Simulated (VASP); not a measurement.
**HfN: relaxation of cell and atoms with PBE**

Crystal: HfN.

```
CELL_PARAMETERS angstrom
3.21599 0.00000 0.00000
-1.60800 2.78513 0.00000
0.00000 0.00000 13.12614
ATOMIC_POSITIONS crystal
Hf 0.00000 0.00000 0.00000
Hf 0.33333 0.66667 0.20000
Hf 0.00000 0.00000 0.40000
Hf 0.33333 0.66667 0.60000
Hf 0.66667 0.33333 0.80000
N 0.66667 0.33333 0.10000
N 0.66667 0.33333 0.30000
N 0.66667 0.33333 0.50000
N 0.00000 0.00000 0.70000
N 0.33333 0.66667 0.90000
```

- Program: VASP 6.6.1
- Task: relaxation of cell and atoms
- Functional: PBE
- Potentials or basis: VASP PAW PBE potentials, release 64 (Hf_pv, N)
- Cutoff: 600 eV
- k mesh: 12 × 12 × 4
- Occupations: gaussian, width 0.1 eV
- Spin: no spin polarisation
- Dipole correction: no
- Further INCAR settings: ALGO = Normal; EDIFF = 1e-07; IBRION = 2; EDIFFG = -0.01; NSW = 65; ISIF = 3

```
Relaxed volume                        : 11.67 Å³/atom
Relaxed cell                          : a = 3.179 Å, b = 3.179 Å, c = 13.335 Å, α = 90.00°, β = 90.00°, γ = 120.00°
Space group after relaxing (to 0.1 Å) : P-3m1 (No. 164)
Energy gained by relaxing             : 14.5 meV/atom
Ionic steps                           : 12
Pressure after relaxing               : 0.0 GPa
Largest force after relaxing          : 0.005 eV/Å
Band gap on the k mesh                : zero (an odd number of electrons rules out a gap without spin polarisation)
```

Forces in eV/Å, atoms in the order of the input:
```
Hf   0.000  0.000 -0.001
Hf   0.000  0.000  0.000
Hf   0.000  0.000  0.000
Hf   0.000  0.000  0.001
Hf   0.000  0.000  0.000
N    0.000  0.000  0.003
N    0.000  0.000  0.000
N    0.000  0.000 -0.003
N    0.000  0.000 -0.005
N    0.000  0.000  0.005
```

Step by step:
```
step  energy change (eV)  largest force (eV/Å)  pressure (GPa)  volume (Å³)
   1              0.0000                1.0175           -2.07       117.57
   2             -0.1051                0.3342            4.11       114.96
   3             -0.1135                0.3063            2.69       115.52
   4             -0.1218                0.1524           -2.92       118.02
   5             -0.1334                0.1809           -0.55       116.92
   6             -0.1413                0.0973           -0.16       116.76
   7             -0.1433                0.1116            0.18       116.63
   8             -0.1450                0.0637           -0.21       116.81
   9             -0.1450                0.0551           -0.29       116.85
  10             -0.1451                0.0307            0.42       116.54
  11             -0.1453                0.0250            0.11       116.67
  12             -0.1455                0.0047           -0.01       116.73
```

Final structure:
```
Hf N
1.0
     3.17924    0.00000    0.00000
    -1.58962    2.75330    0.00000
     0.00000    0.00000   13.33496
Hf N
5 5
Cartesian
  -1.5896 2.7533 13.3143
  0.0000 1.8355 2.6408
  0.0000 0.0000 5.3601
  0.0000 1.8355 8.0217
  1.5896 0.9178 10.6680
  1.5896 0.9178 1.2522
  1.5896 0.9178 4.0005
  1.5896 0.9178 6.7487
  0.0000 0.0000 9.3392
  0.0000 1.8355 11.9967
```

Levels at points of the mesh, in eV from the Fermi level:
| k point | band 36 | band 37 | band 38 | band 39 | band 40 | band 41 |
| --- | --- | --- | --- | --- | --- | --- |
| (0.00, 0.00, 0.00) | -0.50 | -0.01 | -0.01 | 0.41 | 0.88 | 1.11 |
| (0.50, 0.00, 0.00) | -3.27 | -1.19 | -1.12 | 1.63 | 1.66 | 3.56 |
| (0.00, 0.00, 0.50) | -0.19 | 0.08 | 0.17 | 0.17 | 0.70 | 0.70 |
| (0.50, 0.00, 0.50) | -2.36 | -2.25 | 0.16 | 0.19 | 2.84 | 3.42 |

It took 48 min on 1 thread of Intel(R) Xeon(R) 6975P-C (Granite Rapids), on a shared host, peak memory 0.55 GiB.

Caveat: spin-orbit coupling is left out, which moves the levels of the heavy elements; an odd number of electrons without spin polarisation forces a metal; a magnetic or distorted state may lie lower.
